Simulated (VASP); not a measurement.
Crystal: TiC.

```
CELL_PARAMETERS angstrom
0.00000 2.16572 2.16572
2.16572 0.00000 2.16572
2.16572 2.16572 0.00000
ATOMIC_POSITIONS crystal
Ti 0.00000 0.00000 0.00000
C 0.50000 0.50000 0.50000
```

* Program: VASP 6.6.1
* Task: relaxation of cell and atoms
* Functional: PBE
* Potentials or basis: VASP PAW PBE potentials, release 64 (Ti_sv, C)
* Cutoff: 600 eV
* k mesh: 11 × 11 × 11
* Occupations: fermi-dirac, width 0.05 eV
* Spin: no spin polarisation
* Hubbard terms: Ti d U = 4.0 eV

At the start: pressure 11.8 GPa; volume 10.16 Å³/atom.

Question: How do energy, volume and symmetry change on relaxing?

Answer: Over 3 steps the energy falls by 16.6 meV/atom and the volume is 10.63 Å³/atom (+4.7 %); space group Fm-3m (No. 225, to 0.05 Å).

The path:
| step | energy change (eV) | largest force (eV/Å) | pressure (GPa) | volume (Å³) |
| --- | --- | --- | --- | --- |
| 1 | 0.0000 | 0.0000 | 11.79 | 20.32 |
| 2 | 0.0235 | 0.0000 | -12.91 | 22.59 |
| 3 | -0.0333 | 0.0000 | -0.15 | 21.27 |

Final structure:
```xyz
2
Lattice="0.0000 2.1991 2.1991 2.1991 0.0000 2.1991 2.1991 2.1991 0.0000" Properties=species:S:1:pos:R:3 pbc="T T T"
Ti    0.0000    0.0000    0.0000
C     2.1991    2.1991    2.1991
```

Caveat: U without spin polarisation on a metal has little footing; the U is typed as a test and isn't derived for this compound.
